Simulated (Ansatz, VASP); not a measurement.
## Li: VASP beside Ansatz

INCAR

```
ALGO = Fast
EDIFF = 1E-7
EDIFFG = -0.01
ENCUT = 600
GGA = PS
IBRION = 2
ISIF = 3
ISMEAR = 0
LASPH = True
LCHARG = False
LREAL = False
LWAVE = False
NELM = 60
NSW = 80
PREC = Accurate
SIGMA = 0.1
```

KPOINTS

```
k-points
0
Gamma
  16 16 16
```

The input POSCAR:

```
Li
1.0
   -1.9115670474      1.9115670474      1.9115670474
    1.9115670474     -1.9115670474      1.9115670474
    1.9115670474      1.9115670474     -1.9115670474
Li
1
Direct
    0.0000000000      0.0000000000      0.0000000000
```

Input for Ansatz:

```yaml
crystal:
  lattice:
    - [-1.9115670474, 1.9115670474, 1.9115670474]
    - [1.9115670474, -1.9115670474, 1.9115670474]
    - [1.9115670474, 1.9115670474, -1.9115670474]
  atoms:
    - { symbol: Li, position: [0.0, 0.0, 0.0] }
basis:
  ecutwfc: 420
kpoints:
  mp_grid: { grid: [16, 16, 16] }
hamiltonian:
  xc: pbesol
scf:
  occupations: { method: gaussian, width: 0.1 }
output:
  forces: true
  stress: true
  eigenvalues: true
relax:
  adjacent_minimum: "off"
  f_tol: 0.01
  max_steps: 60
  cell: { stress_tol: 0.1 }
```

Alike in both runs: task relaxation of cell and atoms; functional PBEsol; k mesh 16 × 16 × 16; occupations gaussian, width 0.1 eV; no spin polarisation.

```csv
,VASP,Ansatz
version,VASP 6.6.1,Ansatz 0.2.0
potentials or method,"VASP PAW PBE potentials, release 64 (Li_sv), cutoff 600 eV","scalar-relativistic, plane waves, PAW"
valence electrons in the cell,3,3
```

Ansatz gave:

* gap on the k mesh at the Fermi level, each at its own relaxed structure (eV): none
* relaxed volume (Å³/atom): 20.19
* relaxed length of the cell vector where the two differ most in proportion (Å): 2.971

**Question.** What did VASP give for the same quantities?

**Answer.** gap on the k mesh at the Fermi level, each at its own relaxed structure (eV): none; relaxed volume (Å³/atom): 20.06; relaxed length of the cell vector where the two differ most in proportion (Å): 2.965.

VASP's potentials were made for PBE, not for PBEsol. A gap of «none» marks a metal or a gap that the smearing closes.

Noted on VASP's run: the cutoff is under 1.25 times that of the potentials, so the pressure is a little rough; the volume moved by over 15 % at a fixed basis, so the end points are rough.
